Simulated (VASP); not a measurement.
# CS2 in VASP: further runs

CS2 is run at these levels: PBE+D3(BJ); tasks: single point.

Everything below comes from runs of VASP 6.6.1. Logs are shortened: lines on timing, memory, paths and dates and some standing lists are left out, and cuts for length are marked.

## (1) The cell of the first run

The cell holds an amorphous packing of atoms, 24 atoms: a = 9.283 Å, b = 9.283 Å, c = 9.283 Å, α = 90.00°, β = 90.00°, γ = 90.00°.

## (2) Single point, PBE+D3(BJ)

INCAR

```
PREC     = Accurate       # precision mode
ENCUT    = 520            # plane-wave cutoff, eV
EDIFF    = 1E-7           # SCF threshold, eV
ISMEAR   = -1             # smearing method
SIGMA    = 0.02           # smearing width, eV
LREAL    = Auto         
LASPH    = True           # aspherical terms in the spheres
NELM     = 80             # most SCF steps
ALGO     = Normal         # electronic algorithm
ISIF     = 2              # what is computed and relaxed
LWAVE    = False          # write WAVECAR
LCHARG   = False          # write CHGCAR
GGA      = PE             # functional
IVDW     = 12             # dispersion correction
NBANDS   = 82             # bands
```

KPOINTS

```
regular mesh
0
Gamma
  1 1 1
```

POSCAR

```
CS2
1.0
    9.2831780000      0.0000000000      0.0000000000
    0.0000000000      9.2831780000      0.0000000000
    0.0000000000      0.0000000000      9.2831780000
S C
16 8
Direct
    0.5602069071      0.2641648264      0.7260018224
    0.6517228112      0.1698029520      0.4156461542
    0.9100915808      0.5945509618      0.4658652615
    0.9550731679      0.3841326210      0.7256525828
    0.3127646622      0.9655413442      0.2613114302
    0.5255182333      0.8448751331      0.0305691432
    0.9331763205      0.8769993265      0.2133174448
    0.8114826508      1.1308178285      0.0286826530
    0.5500982615      0.7304414740      0.5326869954
    0.3004183387      0.5234768524      0.4433019971
    1.0009153992      0.4692618507      0.1101431057
    0.6655118319      0.5012998449      0.0932472814
    0.2179915155      0.1469667852      0.8971660485
    0.1301848986      0.0438338107      0.5893268789
   -0.1493376109      0.7952777820      0.8077352307
    0.1746318170      0.7226417875      0.8600349187
    0.6060968468      0.2169339066      0.5708405912
    0.9323464800      0.4884998783      0.5955055878
    0.4186847629      0.9048800309      0.1457196534
    0.8715394172      1.0041304453      0.1215802843
    0.4253363248      0.6268650406      0.4880477921
    0.8332538431      0.4855706160      0.1012128857
    0.1755601496      0.0951754475      0.7428626742
    0.0125004905      0.7587911540      0.8345973828
```

Potentials or basis: VASP PAW PBE potentials, release 64 (S, C).

The run is started by

```
> cat potpaw_PBE.64/S/POTCAR potpaw_PBE.64/C/POTCAR > POTCAR
> mpirun -np 1 vasp_gam > vasp.out
```

OUTCAR:

```text
PREC = Accurate
   ENCUT = 520
   EDIFF = 1E-7
   ISMEAR = -1
   LREAL = Auto
   LASPH = True
   NELM = 80
   ISIF = 2
   GGA = PE
   IVDW = 12
 IVDW          = 12

 ion  position               nearest neighbor table
   1  0.560  0.264  0.726-  17 1.56
   2  0.652  0.170  0.416-  17 1.56
   3  0.910  0.595  0.466-  18 1.57
   4  0.955  0.384  0.726-  18 1.56
   5  0.313  0.966  0.261-  19 1.56
   6  0.526  0.845  0.031-  19 1.56
[... 8 lines left out ...]
  15  0.851  0.795  0.808-  24 1.56
  16  0.175  0.723  0.860-  24 1.56
  17  0.606  0.217  0.571-   2 1.56   1 1.56
  18  0.932  0.488  0.596-   4 1.56   3 1.57
  19  0.419  0.905  0.146-   5 1.56   6 1.56
  20  0.872  0.004  0.122-   8 1.56   7 1.56
  21  0.425  0.627  0.488-   9 1.56  10 1.56
  22  0.833  0.486  0.101-  12 1.57  11 1.57
  23  0.176  0.095  0.743-  14 1.56  13 1.56
  24  0.013  0.759  0.835-  16 1.56  15 1.56

  LATTYP: Found a simple cubic cell.
 ALAT       =     9.2831780000

  Lattice vectors:

 A1 = (   9.2831780000,   0.0000000000,   0.0000000000)
 A2 = (   0.0000000000,   9.2831780000,   0.0000000000)
 A3 = (   0.0000000000,   0.0000000000,   9.2831780000)

Analysis of symmetry for initial positions (statically):
=====================================================================
 Subroutine PRICEL returns:
 Original cell was already a primitive cell.

 Routine SETGRP: Setting up the symmetry group for a
 simple cubic supercell.

 Subroutine GETGRP returns: Found  1 space group operations
 (whereof  1 operations were pure point group operations)
 out of a pool of 48 trial point group operations.

The static configuration has the point symmetry C_1 .

Analysis of symmetry for dynamics (positions and initial velocities):
=====================================================================
 Subroutine PRICEL returns:
 Original cell was already a primitive cell.

 Routine SETGRP: Setting up the symmetry group for a
 simple cubic supercell.

 Subroutine GETGRP returns: Found  1 space group operations
 (whereof  1 operations were pure point group operations)
 out of a pool of 48 trial point group operations.

The dynamic configuration has the point symmetry C_1 .

 Subroutine INISYM returns: Found  1 space group operations
 (whereof  1 operations are pure point group operations),
 and found     1 'primitive' translations

----------------------------------------------------------------------------------------

                                     Primitive cell

  volume of cell :     800.0001

  direct lattice vectors                    reciprocal lattice vectors
     9.283178000  0.000000000  0.000000000     0.107721731  0.000000000  0.000000000
     0.000000000  9.283178000  0.000000000     0.000000000  0.107721731  0.000000000
     0.000000000  0.000000000  9.283178000     0.000000000  0.000000000  0.107721731

  length of vectors
     9.283178000  9.283178000  9.283178000     0.107721731  0.107721731  0.107721731

  position of ions in fractional coordinates (direct lattice)
     0.560206907  0.264164826  0.726001822
     0.651722811  0.169802952  0.415646154
     0.910091581  0.594550962  0.465865261
     0.955073168  0.384132621  0.725652583
     0.312764662  0.965541344  0.261311430
     0.525518233  0.844875133  0.030569143
[... 16 lines left out ...]
     0.175560150  0.095175447  0.742862674
     0.012500491  0.758791154  0.834597383

  ion indices of the primitive-cell ions
   primitive index   ion index
                 1           1
                 2           2
                 3           3
                 4           4
                 5           5
                 6           6
[... 16 lines left out ...]
                23          23
                24          24

----------------------------------------------------------------------------------------

 KPOINTS: regular mesh

Automatic generation of k-mesh.
 Grid dimensions read from file:
 generate k-points for:    1    1    1

 Generating k-lattice:

  Cartesian coordinates                     Fractional coordinates (reciprocal lattice)
     0.107721731  0.000000000  0.000000000     1.000000000  0.000000000  0.000000000
     0.000000000  0.107721731  0.000000000     0.000000000  1.000000000  0.000000000
     0.000000000  0.000000000  0.107721731     0.000000000  0.000000000  1.000000000

  Length of vectors
     0.107721731  0.107721731  0.107721731

  Shift w.r.t. Gamma in fractional coordinates (k-lattice)
     0.000000000  0.000000000  0.000000000

 Subroutine IBZKPT returns following result:
 ===========================================

 Found      1 irreducible k-points:

 Following reciprocal coordinates:
            Coordinates               Weight
  0.000000  0.000000  0.000000      1.000000
   k-points           NKPTS =      1   k-points in BZ     NKDIM =      1   number of bands    NBANDS=     82
   number of dos      NEDOS =    301   number of ions     NIONS =     24
   total plane-waves  NPLWV = 343000
   dimension x,y,z NGX =    70 NGY =   70 NGZ =   70
   dimension x,y,z NGXF=   140 NGYF=  140 NGZF=  140
   ions per type =              16   8
   NGX,Y,Z   is equivalent  to a cutoff of  12.54, 12.54, 12.54 a.u.
   NGXF,Y,Z  is equivalent  to a cutoff of  25.07, 25.07, 25.07 a.u.
 SYSTEM =  unknown system
   PREC   = accura    normal or accurate (medium, high low for compatibility)
   ISTART =      0    job   : 0-new  1-cont  2-samecut
   ICHARG =      2    charge: 1-file 2-atom 10-const
   ISPIN  =      1    spin polarized calculation?
   LNONCOLLINEAR =      F non collinear calculations
   LSORBIT =      F    spin-orbit coupling
   LASPH  =      T    aspherical Exc in radial PAW
   ENCUT  =  520.0 eV  38.22 Ry    6.18 a.u.  17.26 17.26 17.26*2*pi/ulx,y,z
   NELM   =     80;   NELMIN=  2; NELMDL= -5     # of ELM steps
   EDIFF  = 0.1E-06   stopping-criterion for ELM
   LREAL  =      T    real-space projection
   EDIFFG = 0.1E-05   stopping-criterion for IOM
   NSW    =      0    number of steps for IOM
   IBRION =     -1    ionic relax: 0-MD 1-quasi-New 2-CG
   NFREE  =      0    steps in history (QN), initial steepest desc. (CG)
   ISIF   =      2    stress and relaxation
   ISYM   =      2    0-nonsym 1-usesym 2-fastsym
   POTIM  = 0.5000    time-step for ionic-motion
   TEBEG  =    0.0;   TEEND  =   0.0 temperature during run
   PSTRESS=    0.0 pullay stress
   NELECT =     128.0000    total number of electrons
   NUPDOWN=      -1.0000    fix difference up-down
   EMIN   =  10.00;   EMAX   =-10.00  energy-range for DOS
   EFERMI =   0.00;   METHOD = LEGACY
   ISMEAR =    -1;   SIGMA  =   0.02  broadening in eV -4-tet -1-fermi 0-gaus
   EFERMI_NEDOS =   21; number of points for ismear=-14 and -15
   IALGO  =     38    algorithm
   IMIX   =      4    mixing-type and parameters
     AMIX     =   0.40;   BMIX     =  1.00
     AMIX_MAG =   1.60;   BMIX_MAG =  1.00
  volume/ion in A,a.u.               =      33.33       224.94
  Fermi-wavevector in a.u.,A,eV,Ry     =   0.888754  1.679501 10.747015  0.789883
  Thomas-Fermi vector in A             =   2.010225
   LORBIT       =      0    0 simple, 1 ext, 2 COOP (PROOUT), +10 PAW based schemes
   GGA     = PE    functional components
   LHFCALC =     F    Hartree Fock is set to
   AEXX    =    0.0000 exact exchange contribution
   IVDW    =    12    specifies the selected vdW correction
   LEPSILON=     F    determine dielectric tensor
   LRPA    =     F    only Hartree local field effects (RPA)
 non-spin polarized calculation
  energy-cutoff  :      520.00
  volume of cell :      800.00
 maximum number of plane-waves:     10780
 NGX is ok and might be reduce to    70
   NGX = 35   NGY = 35   NGZ = 35

 number of electron     127.9999996 magnetization

 Free energy of the ion-electron system (eV)
  ---------------------------------------------------
  ext. energy  EPLUGINS =         0.00000000
  ---------------------------------------------------
  free energy    TOTEN  =      -133.02023842 eV

  energy without entropy =     -133.02023842  energy(sigma->0) =     -133.02023842

 E-fermi :  -1.1676     XC(G=0):  -6.4376

 val. band max:       -1.6461635457   @ k =   0.0000   0.0000   0.0000
 cond. band min:       1.3690484392   @ k =   0.0000   0.0000   0.0000
 fundamental gap:      3.0152119849
 Fermi energy:        -1.1675600594

 k-point     1 :       0.0000    0.0000    0.0000
  band No.  band energies     occupation
      1     -16.7360      2.00000
      2     -16.6414      2.00000
      3     -16.6236      2.00000
      4     -16.5981      2.00000
      5     -16.5401      2.00000
      6     -16.5175      2.00000
[... 68 lines left out ...]
     75       1.9959      0.00000
     76       2.0324      0.00000
 [bands above 76 left out]

------------------------ aborting loop because EDIFF is reached ----------------------------------------

 Edisp (eV)   -2.93433

 E8    (eV) :    -0.9898

  FORCE on cell =-STRESS in cart. coord.  units (eV):
  Direction    XX          YY          ZZ          XY          YZ          ZX
  --------------------------------------------------------------------------------------
  -------------------------------------------------------------------------------------
  Total      -4.94472    -2.34761    -4.86944     0.65509     0.44230    -0.55977
  in kB      -9.90289    -4.70160    -9.75213     1.31196     0.88581    -1.12107
  external pressure =       -8.12 kB  Pullay stress =        0.00 kB

 VOLUME and BASIS-vectors are now :
 -----------------------------------------------------------------------------
  energy-cutoff  :      520.00
  volume of cell :      800.00
      direct lattice vectors                 reciprocal lattice vectors
     9.283178000  0.000000000  0.000000000     0.107721731  0.000000000  0.000000000
     0.000000000  9.283178000  0.000000000     0.000000000  0.107721731  0.000000000
     0.000000000  0.000000000  9.283178000     0.000000000  0.000000000  0.107721731

 POSITION                                       TOTAL-FORCE (eV/Angst)
 -----------------------------------------------------------------------------------
      5.20050      2.45229      6.73960         0.107976     -0.104560     -0.401198
      6.05006      1.57631      3.85852        -0.097032      0.115990      0.379266
      8.44854      5.51932      4.32471         0.073819     -0.349977      0.392025
      8.86611      3.56597      6.73636        -0.072184      0.323272     -0.419082
      2.90345      8.96329      2.42580         0.204031     -0.129289     -0.220273
      4.87848      7.84313      0.28378        -0.198843      0.119262      0.226384
[... 16 lines left out ...]
      1.62976      0.88353      6.89613        -0.002359      0.019833     -0.016653
      0.11604      7.04399      7.74772        -0.009390      0.010371     -0.001326
 -----------------------------------------------------------------------------------
    total drift:                                0.026170      0.018944      0.024656

  FREE ENERGIE OF THE ION-ELECTRON SYSTEM (eV)
  ---------------------------------------------------
  free  energy   TOTEN  =      -135.9545655864 eV

  energy  without entropy=     -135.9545655864  energy(sigma->0) =     -135.95456559
```

Run time: 1.9 min. Hardware: 1 thread of Intel Xeon Platinum 8488C (Sapphire Rapids), shared host; peak memory 0.64 GiB.

What came out:

```yaml
Free_energy: -135.9546 eV
Pressure: -0.8 GPa
Largest_force: 0.534 eV/Å
Band_gap_on_the_k_mesh: 3.02 eV
Dispersion_energy_per_atom: -0.122 eV
```

Forces on the atoms (eV/Å):
```
S    0.108 -0.105 -0.401
S   -0.097  0.116  0.379
S    0.074 -0.350  0.392
S   -0.072  0.323 -0.419
S    0.204 -0.129 -0.220
S   -0.199  0.119  0.226
S   -0.135  0.276 -0.190
S    0.136 -0.286  0.209
S   -0.177 -0.171 -0.058
S    0.190  0.142  0.060
S   -0.529  0.068 -0.013
S    0.519 -0.069  0.051
S   -0.079 -0.134 -0.290
S    0.081  0.101  0.297
S    0.307 -0.072  0.036
S   -0.263  0.077 -0.064
C    0.003  0.003  0.001
C   -0.012  0.003  0.001
C    0.007  0.015  0.017
C    0.003  0.029 -0.024
C   -0.015 -0.005  0.011
C   -0.044  0.017  0.017
C   -0.002  0.020 -0.017
C   -0.009  0.010 -0.001
```

Caveat: the k points lie up to 0.68 Å⁻¹ apart.

## (3) Single point, PBE+D3(BJ)

INCAR

```
SYSTEM = CS2
ALGO = Normal ; EDIFF = 1E-7
ENCUT = 520 ; GGA = PE
ISIF = 2 ; ISMEAR = -1
IVDW = 12 ; LASPH = .True.
LCHARG = .False. ; LREAL = Auto
LWAVE = .False. ; NBANDS = 82
NELM = 60 ; PREC = Accurate
SIGMA = 0.02
```

KPOINTS

```
k-points
0
Gamma
  1 1 1
  0 0 0
```

POSCAR

```
CS2
1.0
    9.2831780000      0.0000000000      0.0000000000
    0.0000000000      9.2831780000      0.0000000000
    0.0000000000      0.0000000000      9.2831780000
S C
16 8
Direct
    0.5292907235      0.2383343290      0.7339727839
    0.6647077111      0.1573814485      0.4258886343
    0.9180153607      0.5851228965      0.4835520767
    0.9567736394      0.3854606687      0.7483644071
    0.3241131431      0.9651759344      0.3234991293
    0.5036421794      0.8590377132      0.0587298875
    0.9381593243      0.8483409453      0.1977340088
    0.8145594106      1.1233114349      0.0536777384
    0.5345583161      0.7214447466      0.5464723395
    0.3067376280      0.4836167097      0.4472821700
    1.0065841676      0.4689342378      0.0919943580
    0.6737778808      0.5265545915      0.0822455413
    0.2357059188      0.1384224239      0.9206760874
    0.1100808365      0.0809097919      0.6123872665
   -0.1613348360      0.7764582345      0.8242220498
    0.1740998611      0.7477073045      0.8615691738
    0.5951841061      0.2041434517      0.5728964801
    0.9382024130      0.4846077496      0.6130120526
    0.4230447806      0.9205468214      0.1940930143
    0.8697667975      0.9856322910      0.1334349077
    0.4146101691      0.6137445603      0.4894875440
    0.8376657218      0.4978359782      0.0758576427
    0.1778162608      0.1235568250      0.7646627049
    0.0076590150      0.7602784305      0.8390337878
```

Potentials or basis: VASP PAW PBE potentials, release 64 (S, C).

The run is started by

```
> cat potpaw_PBE.64/S/POTCAR potpaw_PBE.64/C/POTCAR > POTCAR
> mpirun -np 1 vasp_gam > vasp.out
```

It took 2.1 min on 1 thread of Intel Xeon Platinum 8488C (Sapphire Rapids), shared host; peak memory 0.64 GiB.

Results (log left out):

```
Free energy                : -135.1466 eV
Pressure                   : -1.5 GPa
Largest force              : 3.485 eV/Å
Band gap on the k mesh     : 2.91 eV
Dispersion energy per atom : -0.123 eV
```

Forces in eV/Å, atoms in the order of the input:
```
S    1.302 -0.458 -3.201
S   -0.436  0.446  0.753
S   -0.118  0.705 -1.070
S   -0.150  0.424 -0.640
S    0.524  0.102 -0.498
S   -0.028  0.459  0.586
S    0.135 -0.377  0.518
S   -0.075 -0.253  0.239
S   -1.088 -0.768 -0.622
S    1.378  2.101  0.427
S   -1.675  0.308 -0.174
S   -0.365 -0.090 -0.197
S   -0.034  0.312  0.079
S    0.802  0.612  1.418
S    1.317 -0.055 -0.093
S   -0.489 -0.031 -0.204
C   -0.613  0.111  2.419
C    0.105 -1.097  1.435
C   -0.592 -0.522 -0.196
C    0.017  0.735 -0.657
C   -0.202 -1.422  0.258
C    1.910 -0.326  0.777
C   -0.850 -1.143 -1.437
C   -0.777  0.228  0.081
```

Stress tensor (GPa, compression positive):
```
-2.04 -0.41  0.05
-0.41 -0.57 -0.76
 0.05 -0.76 -1.81
```

Levels at points of the mesh, in eV from the valence-band top:
| k point | band 62 | band 63 | band 64 | band 65 | band 66 | band 67 |
| --- | --- | --- | --- | --- | --- | --- |
| (0.00, 0.00, 0.00) | -0.18 | -0.06 | 0.00 | 2.91 | 3.06 | 3.14 |

Caveat: the k points lie up to 0.68 Å⁻¹ apart.

## (4) Single point, PBE+D3(BJ)

INCAR

```
PREC = Accurate
ENCUT = 520
EDIFF = 1E-6
ISMEAR = -1
SIGMA = 0.02
LREAL = Auto
LASPH = True
NELM = 100
ALGO = Normal
ISIF = 2
LWAVE = False
LCHARG = True
GGA = PE
IVDW = 12
LELF = True
LVHAR = True
NBANDS = 82
```

KPOINTS

```
regular mesh
0
Gamma
  1 1 1
```

POSCAR

```
CS2
1.0
    9.2831780000      0.0000000000      0.0000000000
    0.0000000000      9.2831780000      0.0000000000
    0.0000000000      0.0000000000      9.2831780000
S C
16 8
Direct
    0.5175382827      0.2356197414      0.7208630493
    0.6604850192      0.1523400715      0.4345279171
    0.9193187936      0.5482066594      0.4734585505
    0.9366619923      0.3843619071      0.7643610841
    0.3177037002      0.9734166468      0.3294130523
    0.4875700972      0.8752821501      0.0560152999
    0.9659192143      0.8723198026      0.2121471763
    0.7879952318      1.1267800747      0.0795632703
    0.5207376181      0.7213585692      0.5670041014
    0.3121560310      0.4919220551      0.4376410751
    0.9918478349      0.4831427341      0.0873084627
    0.6600864488      0.5044393202      0.0576634424
    0.2404456750      0.1444871573      0.9363172827
    0.1166949508      0.0894090364      0.6226854640
   -0.1825021561      0.7383355140      0.8296943137
    0.1554209130      0.7551293318      0.8638636467
    0.5783364275      0.1992852017      0.5706450959
    0.9351538880      0.4727152706      0.6215651580
    0.4055184550      0.9249634123      0.1989943530
    0.8641760397      0.9954026520      0.1601929856
    0.4198669895      0.6073782060      0.4958969870
    0.8255254828      0.4871715268      0.0643637341
    0.1744984315      0.1385840065      0.7783864534
   -0.0145532058      0.7496355235      0.8422438954
```

The run is started by

```
> cat potpaw_PBE.64/S/POTCAR potpaw_PBE.64/C/POTCAR > POTCAR
> mpirun -np 1 vasp_gam > vasp.out
```

Wall time 2 min (1 thread of Intel Xeon Platinum 8488C (Sapphire Rapids), shared host); peak memory 0.65 GiB.

It converged, with:

```
Free energy                : -135.0059 eV
Pressure                   : -0.6 GPa
Largest force              : 2.943 eV/Å
Band gap on the k mesh     : 2.81 eV
Dispersion energy per atom : -0.123 eV
```

Forces on the atoms (eV/Å):
```
S   -0.480  0.393  0.507
S    0.214 -0.101 -0.962
S    0.152  0.475 -0.287
S    0.146  0.173 -0.512
S   -0.521  0.408  0.992
S   -0.656  0.408  1.501
S   -0.445  0.011  0.314
S    0.482 -1.249  0.966
S    0.059 -0.120 -0.232
S    0.268  0.244 -0.073
S   -0.154 -0.185  0.154
S   -0.648 -0.217 -0.085
S   -0.858  0.402 -1.365
S    0.661  0.922  1.856
S    0.847  0.497 -0.136
S   -1.479 -0.010 -0.349
C    0.521 -0.172  0.496
C   -0.385 -0.822  0.308
C    1.188 -0.927 -2.528
C    0.038  1.207 -1.415
C   -0.284 -0.177  0.299
C    0.544  0.250  0.710
C    0.052 -1.483 -0.425
C    0.737  0.073  0.264
```

Stress tensor (GPa, compression positive):
```
-0.87 -0.06 -0.93
-0.06 -0.23  0.05
-0.93  0.05 -0.64
```

Levels at points of the mesh, in eV from the valence-band top:
| k point | band 62 | band 63 | band 64 | band 65 | band 66 | band 67 |
| --- | --- | --- | --- | --- | --- | --- |
| (0.00, 0.00, 0.00) | -0.17 | -0.08 | 0.00 | 2.81 | 2.96 | 3.05 |

Caveat: the k points lie up to 0.68 Å⁻¹ apart.
